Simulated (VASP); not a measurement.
## ScAl7N8: single point with PBEsol

Crystal: ScAl7N8.

```
Sc Al N
1.0
     3.16534   -0.00366    5.01375
     3.16534    0.00366   -5.01375
    -3.16534    5.48974   -0.00400
Sc Al N
1 7 8
Direct
  0.14774 0.18656 0.33429
  0.14999 0.18585 0.83360
  0.64838 0.68390 0.33228
  0.64775 0.68361 0.83360
  0.06598 0.60105 0.16529
  0.56424 0.09931 0.16529
  0.06500 0.60346 0.66846
  0.56722 0.10006 0.66728
  0.37995 0.95425 0.33421
  0.87666 0.45635 0.33301
  0.37575 0.95909 0.83300
  0.87391 0.45726 0.83300
  0.29455 0.37879 0.16242
  0.29356 0.38131 0.67487
  0.78363 0.86787 0.16242
  0.79369 0.87330 0.66699
```

This cell differs from its parent crystal: atoms moved along the polar distortion.

- Program: VASP 6.6.1
- Task: single point
- Functional: PBEsol
- Potentials or basis: VASP PAW PBE potentials, release 64 (Sc_sv, Al, N)
- Cutoff: 520 eV
- k mesh: 6 × 6 × 6
- Occupations: gaussian, width 0.01 eV
- Spin: no spin polarisation

```json
{
  "Pressure": "5.5 GPa",
  "Largest force": "2.859 eV/Å",
  "Band gap on the k mesh": "2.74 eV"
}
```

Forces on the atoms (eV/Å):
```
Sc   0.000  0.013  1.328
Al   0.089  0.078  1.046
Al   0.000 -0.106  0.781
Al  -0.089  0.078  1.046
Al  -0.028 -0.021  1.122
Al   0.028 -0.021  1.122
Al   0.000 -0.012  1.072
Al   0.000  0.021  1.128
N    0.000 -0.004 -0.819
N    0.000  0.040 -0.756
N   -0.035  0.005 -1.091
N    0.035  0.005 -1.091
N    2.221 -1.269 -1.267
N    0.000  2.512 -1.365
N   -2.221 -1.269 -1.267
N    0.000 -0.050 -0.989
```

Stress tensor (GPa, compression positive):
```
 14.94   0.00   0.00
  0.00  14.66   0.10
  0.00   0.10 -13.02
```

Levels at points of the mesh, in eV from the valence-band top:
| k point | band 33 | band 34 | band 35 | band 36 | band 37 | band 38 | band 39 | band 40 |
| --- | --- | --- | --- | --- | --- | --- | --- | --- |
| (0.00, 0.00, 0.00) | -1.73 | -1.31 | -1.15 | 0.00 | 2.74 | 3.78 | 4.08 | 4.20 |
| (0.50, 0.00, 0.00) | -1.32 | -1.14 | -0.99 | -0.91 | 4.06 | 4.40 | 4.55 | 4.92 |
| (0.00, 0.50, 0.00) | -1.29 | -1.07 | -0.95 | -0.91 | 3.96 | 4.38 | 4.64 | 4.87 |
| (0.50, 0.50, 0.00) | -1.96 | -1.78 | -1.40 | -1.13 | 4.01 | 4.13 | 4.42 | 4.61 |
| (0.00, 0.00, 0.50) | -1.31 | -0.98 | -0.60 | -0.55 | 4.32 | 4.49 | 4.54 | 4.70 |
| (0.50, 0.50, 0.50) | -1.87 | -1.70 | -1.37 | -1.05 | 3.89 | 4.23 | 4.62 | 5.47 |

It took 39 min on 1 thread of Oxide Virtual Turin-like Processor, with other jobs on the host, peak memory 0.52 GiB.

Caveat: the cell differs from its parent crystal (atoms moved along the polar distortion); the stress differs along the axes, from -13 to 15 GPa; the PAW data sets were made with another functional, which shifts forces and pressure a little. A k mesh can miss the band edges.
